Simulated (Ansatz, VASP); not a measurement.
Two plane-wave programs on Te

The input INCAR:

```
PREC = Accurate
ENCUT = 520
EDIFF = 1E-7
ISMEAR = 0
SIGMA = 0.15
LREAL = F
LASPH = T
NELM = 60
ALGO = Normal
ISIF = 2
LWAVE = F
LCHARG = F
GGA = PE
NBANDS = 9
```

Contents of KPOINTS:

```
Automatic mesh
0
Gamma
  15 15 15
```

File POSCAR:

```
Te
1.0
    2.2146753675      1.2786434196      1.8736153609
   -2.2146753675      1.2786434196      1.8736153609
    0.0000000000     -2.5572868392      1.8736153610
Te
1
Direct
    0.5000000000      0.5000000000      0.5000000000
```

Input for Ansatz:

```yaml
crystal:
  lattice:
    - [2.2146753675, 1.2786434196, 1.8736153609]
    - [-2.2146753675, 1.2786434196, 1.8736153609]
    - [0.0, -2.5572868392, 1.873615361]
  atoms:
    - { symbol: Te, position: [0.5, 0.5, 0.5] }
basis:
  ecutwfc: 420
kpoints:
  mp_grid: { grid: [15, 15, 15] }
hamiltonian:
  xc: pbe
scf:
  occupations: { method: gaussian, width: 0.15 }
output:
  forces: true
  stress: true
  eigenvalues: true
```

Alike in both runs: task single point; functional PBE; k mesh 15 × 15 × 15; occupations gaussian, width 0.15 eV; no spin polarisation.

```csv
,VASP,Ansatz
version,VASP 6.6.1,Ansatz 0.2.0
potentials or method,"VASP PAW PBE potentials, release 64 (Te), cutoff 520 eV","scalar-relativistic, plane waves, PAW"
valence electrons in the cell,6,16
```

|  | VASP | Ansatz | Ansatz less VASP |
| --- | --- | --- | --- |
| gap on the k mesh at the Fermi level (eV) | none | none | - |
| pressure (GPa) | 1.4 | 1.4 | +0.04 |
| traceless stress, the component that is largest in VASP (GPa) | -0.07 | -0.07 | 0.000 |

A gap of «none» marks a metal or a gap that the smearing closes. VASP's potentials hold 6 valence electrons a cell and Ansatz's 16, so a difference there can come from the potentials and not from the codes.

Neither program's run includes spin-orbit coupling.
